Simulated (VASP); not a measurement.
# Li8Nb8CuO24 (a cell with a defect) in VASP: notebook, part 2 of 2

VASP 6.6.1.

## (3) Single point, PBE

INCAR reads:

```
PREC = Accurate
ENCUT = 520
EDIFF = 1E-7
ISMEAR = -1
SIGMA = 0.01
LREAL = Auto
LASPH = True
NELM = 100
ALGO = Normal
ISIF = 2
LWAVE = False
LCHARG = True
GGA = PE
LELF = True
LVHAR = True
NBANDS = 168
NELECT = 282.0
```

KPOINTS reads:

```
Automatic mesh
0
Gamma
  1 1 1
  0.25 0.25 0.25
```

POSCAR reads:

```
Li8Nb8CuO24
1.0
    2.5949501400      1.4981951600      4.6722232500
   -5.1899002700      2.9963903200      9.3444465000
    0.0000000000     -5.9927806400      9.3444465000
Li Nb O Cu
8 8 24 1
Direct
    0.7361418004      0.3660072775      0.3671013304
    0.1918479343      0.0758131763      0.1014217858
    0.7306685447      0.3627870180      0.8615754349
    0.2248051895      0.1127592492      0.6109864501
    0.7298047716      0.8621562576      0.3610949192
    0.2305093236      0.6086377459      0.1149004518
    0.7210630538      0.8651926701      0.8617737623
    0.2266559199      0.6100507999      0.6108588539
    0.9982012306      0.5045142078      0.5023505651
    0.5206072590      0.2527142741      0.2626913907
    1.0024896155      0.5123667951      1.0002535309
    0.4974260949      0.2532988778      0.7505580370
    1.0128893036      0.9964324883      0.5093925004
    0.5029976717      0.7490592644      0.2549400183
    1.0015262530      0.9987615216      0.9958170503
    0.5133227357      0.7497849096      0.7502283420
    0.2906914293      0.3225283104      0.4495113974
    0.6584478476      0.4479441248      0.1433057323
    0.9231125070      0.1425853852      0.3176634141
    0.4072333656      0.0723397868      0.3989202071
    0.7855701314      0.1921598240      0.0780154044
    0.1635249899      0.3937151177      0.1981493379
    0.2852173075      0.3300904840      0.9379706114
    0.6474643537      0.4461495587      0.6368072535
    0.8906783431      0.1398932260      0.8200469842
    0.3824069365      0.0727813472      0.8903869282
    0.7810326322      0.1959102652      0.5735485976
    0.1403971391      0.3935057457      0.6968975460
    0.2868150959      0.8236757261      0.4437292337
    0.6269132331      0.9543504354      0.1398510689
    0.8963739336      0.6417403979      0.3208083060
    0.3986252954      0.5711442632      0.3919483744
    0.7881700808      0.6987047675      0.0702508280
    0.1479593516      0.8825277755      0.1953970516
    0.2794636582      0.8198689836      0.9453385543
    0.6529998617      0.9455199190      0.6403047592
    0.8935618770      0.6444155656      0.8211209349
    0.4035767920      0.5715473321      0.8886106483
    0.7875836232      0.6961380846      0.5701892987
    0.1496147980      0.8907566043      0.6958820760
    1.3286465360      0.1908085826      0.1454095940
```

Potentials or basis: VASP PAW PBE potentials, release 64 (Li_sv, Nb_sv, O, Cu).

On the command line:

```
cat potpaw_PBE.64/Li_sv/POTCAR potpaw_PBE.64/Nb_sv/POTCAR potpaw_PBE.64/O/POTCAR potpaw_PBE.64/Cu/POTCAR > POTCAR
mpirun -np 1 vasp_std > vasp.out
```

OUTCAR:

```text
PREC = Accurate
   ENCUT = 520
   EDIFF = 1E-7
   ISMEAR = -1
   LREAL = Auto
   LASPH = True
   NELM = 100
   ISIF = 2
   GGA = PE
   NELECT = 282.0

 ion  position               nearest neighbor table
   1  0.736  0.366  0.367-  32 2.02  27 2.03  22 2.10
   2  0.192  0.076  0.101-  34 1.88  21 1.96  26 1.97  41 2.16  30 2.16  15 2.60
   3  0.731  0.363  0.862-  28 2.03  38 2.05  21 2.12
   4  0.225  0.113  0.611-  25 2.06  17 2.07  36 2.10  20 2.18
   5  0.730  0.862  0.361-  34 2.03  39 2.06  20 2.09
   6  0.231  0.609  0.115-  31 2.05  35 2.07  18 2.09  22 2.19
   7  0.721  0.865  0.862-  26 2.05  33 2.07  40 2.09  36 2.28
   8  0.227  0.610  0.611-  24 2.06  37 2.09  29 2.10  32 2.26  28 2.26  39 2.28
   9  0.998  0.505  0.502-  24 1.87  31 1.89  17 1.91  39 2.11  28 2.15  32 2.18
  10  0.521  0.253  0.263-  20 1.91  22 1.93  21 1.97  17 2.06  19 2.12  18 2.13  41 2.59
  11  0.002  0.512  0.000-  18 1.88  37 1.88  23 1.95  33 2.07  38 2.13  22 2.23  41 2.85
  12  0.497  0.253  0.751-  28 1.88  27 1.88  26 1.91  23 2.13  24 2.16  25 2.16
  13  0.013  0.996  0.509-  36 1.87  29 1.89  19 1.95  40 2.07  27 2.15  20 2.21
  14  0.503  0.749  0.255-  32 1.86  34 1.90  33 1.91  29 2.13  31 2.15  30 2.19
  15  0.002  0.999  0.996-  25 1.86  35 1.86  30 1.91  26 2.15  34 2.21  21 2.23   2 2.60
  16  0.513  0.750  0.750-  38 1.88  39 1.89  40 1.91  37 2.12  35 2.14  36 2.16
  17  0.291  0.323  0.450-   9 1.91  10 2.06   4 2.07
  18  0.658  0.448  0.143-  11 1.88   6 2.09  10 2.13
  19  0.923  0.143  0.318-  13 1.95  41 2.09  10 2.12
  20  0.407  0.072  0.399-  10 1.91   5 2.09   4 2.18  13 2.21
  21  0.786  0.192  0.078-   2 1.96  10 1.97   3 2.12  41 2.21  15 2.23
  22  0.164  0.394  0.198-  10 1.93   1 2.10  41 2.19   6 2.19  11 2.23
  23  0.285  0.330  0.938-  11 1.95  41 1.99  12 2.13
  24  0.647  0.446  0.637-   9 1.87   8 2.06  12 2.16
  25  0.891  0.140  0.820-  15 1.86   4 2.06  12 2.16
  26  0.382  0.073  0.890-  12 1.91   2 1.97   7 2.05  15 2.15
  27  0.781  0.196  0.574-  12 1.88   1 2.03  13 2.15
  28  0.140  0.394  0.697-  12 1.88   3 2.03   9 2.15   8 2.26
  29  0.287  0.824  0.444-  13 1.89   8 2.10  14 2.13
  30  0.627  0.954  0.140-  15 1.91   2 2.16  14 2.19  41 2.19
  31  0.896  0.642  0.321-   9 1.89   6 2.05  14 2.15
  32  0.399  0.571  0.392-  14 1.86   1 2.02   9 2.18   8 2.26
  33  0.788  0.699  0.070-  14 1.91   7 2.07  11 2.07
  34  0.148  0.883  0.195-   2 1.88  14 1.90   5 2.03  15 2.21
  35  0.279  0.820  0.945-  15 1.86   6 2.07  16 2.14
  36  0.653  0.946  0.640-  13 1.87   4 2.10  16 2.16   7 2.28
  37  0.894  0.644  0.821-  11 1.88   8 2.09  16 2.12
  38  0.404  0.572  0.889-  16 1.88   3 2.05  11 2.13
  39  0.788  0.696  0.570-  16 1.89   5 2.06   9 2.11   8 2.28
  40  0.150  0.891  0.696-  16 1.91  13 2.07   7 2.09
  41  0.329  0.191  0.145-  23 1.99  19 2.09   2 2.16  30 2.19  22 2.19  21 2.21  10 2.59  11 2.85

  LATTYP: Found a base centered monoclinic cell.
 ALAT       =    15.1977748256
 B/A-ratio  =     0.6829815986
 C/A-ratio  =     0.3652177898
 COS(beta)  =    -0.0918250328

  Lattice vectors:

 A1 = (   7.7848504100,  -1.4981951600,  -4.6722232500)
 A2 = (   2.5949501400,   7.4909758000,  -4.6722232500)
 A3 = (   2.5949501400,   1.4981951600,   4.6722232500)

Analysis of symmetry for initial positions (statically):
=====================================================================
 Subroutine PRICEL returns:
 Original cell was already a primitive cell.

 Routine SETGRP: Setting up the symmetry group for a
 base centered monoclinic supercell.

 Subroutine GETGRP returns: Found  1 space group operations
[... 153 lines left out ...]
   k-points           NKPTS =      1   k-points in BZ     NKDIM =      1   number of bands    NBANDS=    168
   number of dos      NEDOS =    301   number of ions     NIONS =     41
   total plane-waves  NPLWV = 296352
   dimension x,y,z NGX =    42 NGY =   84 NGZ =   84
   dimension x,y,z NGXF=    84 NGYF=  168 NGZF=  168
   ions per type =               8   8  24   1
   NGX,Y,Z   is equivalent  to a cutoff of  12.58, 12.58, 12.58 a.u.
   NGXF,Y,Z  is equivalent  to a cutoff of  25.16, 25.16, 25.16 a.u.
 SYSTEM =  unknown system
   PREC   = accura    normal or accurate (medium, high low for compatibility)
   ISTART =      0    job   : 0-new  1-cont  2-samecut
   ICHARG =      2    charge: 1-file 2-atom 10-const
   ISPIN  =      1    spin polarized calculation?
   LNONCOLLINEAR =      F non collinear calculations
   LSORBIT =      F    spin-orbit coupling
   LASPH  =      T    aspherical Exc in radial PAW
   ENCUT  =  520.0 eV  38.22 Ry    6.18 a.u.  10.32 20.64 20.64*2*pi/ulx,y,z
   NELM   =    100;   NELMIN=  2; NELMDL= -5     # of ELM steps
   EDIFF  = 0.1E-06   stopping-criterion for ELM
   LREAL  =      T    real-space projection
   EDIFFG = 0.1E-05   stopping-criterion for IOM
   NSW    =      0    number of steps for IOM
   IBRION =     -1    ionic relax: 0-MD 1-quasi-New 2-CG
   NFREE  =      0    steps in history (QN), initial steepest desc. (CG)
   ISIF   =      2    stress and relaxation
   ISYM   =      2    0-nonsym 1-usesym 2-fastsym
   POTIM  = 0.5000    time-step for ionic-motion
   TEBEG  =    0.0;   TEEND  =   0.0 temperature during run
   PSTRESS=    0.0 pullay stress
   NELECT =     282.0000    total number of electrons
   NUPDOWN=      -1.0000    fix difference up-down
   EMIN   =  10.00;   EMAX   =-10.00  energy-range for DOS
   EFERMI =   0.00;   METHOD = LEGACY
   ISMEAR =    -1;   SIGMA  =   0.01  broadening in eV -4-tet -1-fermi 0-gaus
   EFERMI_NEDOS =   21; number of points for ismear=-14 and -15
   IALGO  =     38    algorithm
   IMIX   =      4    mixing-type and parameters
     AMIX     =   0.40;   BMIX     =  1.00
     AMIX_MAG =   1.60;   BMIX_MAG =  1.00
  volume/ion in A,a.u.               =      10.63        71.75
  Fermi-wavevector in a.u.,A,eV,Ry     =   1.415839  2.675547 27.274229  2.004599
  Thomas-Fermi vector in A             =   2.537236
   LORBIT       =      0    0 simple, 1 ext, 2 COOP (PROOUT), +10 PAW based schemes
   GGA     = PE    functional components
   LHFCALC =     F    Hartree Fock is set to
   AEXX    =    0.0000 exact exchange contribution
   IVDW    =     0    specifies the selected vdW correction
   LEPSILON=     F    determine dielectric tensor
   LRPA    =     F    only Hartree local field effects (RPA)
 non-spin polarized calculation
  energy-cutoff  :      520.00
  volume of cell :      435.95
 maximum number of plane-waves:     11741
 NGX is ok and might be reduce to    42
   NGX = 21   NGY = 41   NGZ = 41

 number of electron     282.0000001 magnetization

 Free energy of the ion-electron system (eV)
  ---------------------------------------------------
  ext. energy  EPLUGINS =         0.00000000
  ---------------------------------------------------
  free energy    TOTEN  =      -327.56248748 eV

  energy without entropy =     -327.56248748  energy(sigma->0) =     -327.56248748

 E-fermi :   5.8871     XC(G=0): -10.8339

 val. band max:        5.5687061123   @ k =   0.2500   0.2500   0.2500
 cond. band min:       7.1691526860   @ k =   0.2500   0.2500   0.2500
 fundamental gap:      1.6004465738
 Fermi energy:         5.8871397392

 k-point     1 :       0.2500    0.2500    0.2500
  band No.  band energies     occupation
      1     -50.6600      2.00000
      2     -50.6452      2.00000
      3     -50.6269      2.00000
      4     -50.6062      2.00000
      5     -50.5982      2.00000
      6     -50.5772      2.00000
[... 145 lines left out ...]
    152       8.0951      0.00000
    153       8.1225      0.00000
 [bands above 153 left out]

------------------------ aborting loop because EDIFF is reached ----------------------------------------

  FORCE on cell =-STRESS in cart. coord.  units (eV):
  Direction    XX          YY          ZZ          XY          YZ          ZX
  --------------------------------------------------------------------------------------
  -------------------------------------------------------------------------------------
  Total       -7.4915157     -6.6982219     -1.3712676     -1.1081888     -0.2790408     -0.5946306
  in kB      -27.5326516    -24.6171559     -5.0396523     -4.0727910     -1.0255247     -2.1853732
  external PRESSURE =     -19.0631533 kB  Pullay stress =       0.0000000 kB

 VOLUME and BASIS-vectors are now :
 -----------------------------------------------------------------------------
  energy-cutoff  :      520.00
  volume of cell :      435.95
      direct lattice vectors                 reciprocal lattice vectors
     2.594950140  1.498195160  4.672223250     0.192681930  0.111244964  0.071343623
    -5.189900270  2.996390320  9.344446500    -0.096340965  0.055622482  0.035671811
     0.000000000 -5.992780640  9.344446500     0.000000000 -0.111244964  0.035671811

 POSITION                                       TOTAL-FORCE (eV/Angst)
 -----------------------------------------------------------------------------------
      0.01071     -0.00037     10.28991        -0.001759      0.006626     -0.010352
      0.10437     -0.09321      2.55252        -0.011543      0.002243      0.013815
      0.01322     -2.98150     14.85484         0.000466     -0.002757     -0.000262
     -0.00185     -2.98683      7.81334         0.005985      0.002900      0.002334
     -2.58070      1.51278     14.84042         0.001685     -0.009229     -0.008248
     -2.56061      1.48049      7.83806         0.000408      0.002303     -0.000384
[... 33 lines left out ...]
     -4.23470     -1.27706     15.52529         0.001855      0.006016     -0.010606
     -0.13746      0.19271      4.67728         0.013878     -0.019584      0.007440
 -----------------------------------------------------------------------------------
    total drift:                               -0.002456      0.013537     -0.003908

  FREE ENERGIE OF THE ION-ELECTRON SYSTEM (eV)
  ---------------------------------------------------
  free  energy   TOTEN  =      -327.5624874844 eV

  energy  without entropy=     -327.5624874844  energy(sigma->0) =     -327.56248748
```

Wall time 12 min (1 thread of Intel Xeon 8259CL, shared host); peak memory 0.66 GiB.

What came out:

- Free energy: -327.5625 eV
- Largest force: 0.047 eV/Å

Forces on the atoms (eV/Å):
```
Li  -0.002  0.007 -0.010
Li  -0.012  0.002  0.014
Li   0.000 -0.003  0.000
Li   0.006  0.003  0.002
Li   0.002 -0.009 -0.008
Li   0.000  0.002  0.000
Li   0.004  0.000 -0.003
Li  -0.002 -0.004 -0.003
Nb   0.007  0.005  0.031
Nb   0.002  0.019  0.039
Nb   0.004  0.005  0.028
Nb  -0.011 -0.008  0.037
Nb  -0.004  0.006  0.027
Nb   0.000  0.010  0.026
Nb  -0.003 -0.007  0.047
Nb   0.007 -0.002  0.032
O   -0.004  0.015 -0.009
O    0.020 -0.005 -0.011
O   -0.011 -0.030 -0.016
O   -0.010 -0.006 -0.018
O   -0.001 -0.006  0.001
O   -0.012  0.007  0.006
O   -0.015  0.038 -0.023
O    0.011 -0.007 -0.010
O   -0.012  0.003 -0.015
O   -0.010  0.010 -0.022
O    0.014  0.000 -0.010
O    0.003  0.011 -0.009
O   -0.003  0.007 -0.007
O    0.021 -0.003 -0.010
O   -0.009 -0.014 -0.007
O   -0.013 -0.009 -0.012
O    0.004 -0.012 -0.009
O    0.014 -0.005 -0.021
O    0.007  0.011 -0.014
O    0.008 -0.007 -0.013
O   -0.012 -0.009 -0.011
O   -0.014  0.004 -0.008
O    0.008 -0.005 -0.007
O    0.002  0.006 -0.011
Cu   0.014 -0.020  0.007
```

Levels at points of the mesh, in eV from the Fermi level:
```
           k point  band 138  band 139  band 140  band 141  band 142  band 143  band 144  band 145
(0.25, 0.25, 0.25)     -1.22     -1.05     -0.48     -0.32      1.28      1.39      1.44      1.49
```

Caveat: the k points lie up to 1.14 Å⁻¹ apart, too coarse for converged energies, forces and pressures; the cell carries a net charge on a neutralising background, which shifts energy and pressure; the cell is charged against a uniform background, so pressure and absolute levels hang on convention; the cutoff is under 1.25 times the usual one of these potentials, so pressure, stress and relaxed cells hold a basis-set (Pulay) error.
